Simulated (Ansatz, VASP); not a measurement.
**Two plane-wave programs on CO2**

INCAR

```
PREC     = Accurate       # precision mode
ENCUT    = 520            # plane-wave cutoff, eV
EDIFF    = 1E-6           # SCF threshold, eV
ISMEAR   = -1             # smearing method
SIGMA    = 0.02           # smearing width, eV
LREAL    = False          # projectors in reciprocal space
LASPH    = True           # aspherical terms in the spheres
NELM     = 80             # most SCF steps
ALGO     = Normal         # electronic algorithm
ISIF     = 2              # what is computed and relaxed
LWAVE    = False          # write WAVECAR
LCHARG   = False          # write CHGCAR
GGA      = PE             # functional
IBRION   = 2              # ionic algorithm
NSW      = 80             # ionic steps
EDIFFG   = -0.02          # ionic threshold
```

KPOINTS

```
regular mesh
0
Gamma
  4 4 4
```

Contents of POSCAR:

```
CO2
1.0
    5.6200000000      0.0000000000      0.0000000000
    0.0000000000      5.6200000000      0.0000000000
    0.0000000000      0.0000000000      5.6200000000
C O
4 8
Direct
    0.0000000000      0.0000000000      0.0000000000
    0.5000000000      0.0000000000      0.5000000000
    0.5000000000      0.5000000000      0.0000000000
    0.0000000000      0.5000000000      0.5000000000
    0.1670000000      0.1670000000      0.1670000000
    0.3330000000      0.8330000000      0.6670000000
    0.6670000000      0.3330000000      0.8330000000
    0.8330000000      0.6670000000      0.3330000000
    0.8330000000      0.8330000000      0.8330000000
    0.6670000000      0.1670000000      0.3330000000
    0.3330000000      0.6670000000      0.1670000000
    0.1670000000      0.3330000000      0.6670000000
```

Input for Ansatz:

```yaml
crystal:
  lattice:
    - [5.62, 0.0, 0.0]
    - [0.0, 5.62, 0.0]
    - [0.0, 0.0, 5.62]
  atoms:
    - { symbol: C, position: [0.0, 0.0, 0.0] }
    - { symbol: C, position: [0.5, 0.0, 0.5] }
    - { symbol: C, position: [0.5, 0.5, 0.0] }
    - { symbol: C, position: [0.0, 0.5, 0.5] }
    - { symbol: O, position: [0.167, 0.167, 0.167] }
    - { symbol: O, position: [0.333, 0.833, 0.667] }
    - { symbol: O, position: [0.667, 0.333, 0.833] }
    - { symbol: O, position: [0.833, 0.667, 0.333] }
    - { symbol: O, position: [0.833, 0.833, 0.833] }
    - { symbol: O, position: [0.667, 0.167, 0.333] }
    - { symbol: O, position: [0.333, 0.667, 0.167] }
    - { symbol: O, position: [0.167, 0.333, 0.667] }
kpoints:
  mp_grid: { grid: [4, 4, 4] }
scf:
  occupations: { method: fermi_dirac, width: 0.02 }
hamiltonian:
  xc: pbe
  pseudopotentials: { kind: paw }
output:
  forces: true
  stress: true
  populations: true
  efg: { quadrupole_moments_barn: { O: -0.02558 }, contact_densities: true }
relax:
  f_tol: 0.02
  max_steps: 60
```

Alike in both runs: task relaxation of the atoms; functional PBE; k mesh 4 × 4 × 4; occupations fermi-dirac, width 0.02 eV; no spin polarisation.

|  | VASP | Ansatz |
| --- | --- | --- |
| version | VASP 6.6.1 | Ansatz 0.2.0 |
| potentials or method | VASP PAW PBE potentials, release 64 (C, O) | plane-wave PAW, scalar-relativistic |
| plane-wave cutoff (eV) | 520 | 420 |
| valence electrons in the cell | 64 | 64 |

VASP gave:

| Item | Value |
| --- | --- |
| gap on the k mesh at the Fermi level, each at its own relaxed structure (eV) | 6.71 |

Question: Which values does Ansatz return?

Answer: gap on the k mesh at the Fermi level, each at its own relaxed structure (eV): 6.79.

Ansatz's warnings: stress scf threshold loose.
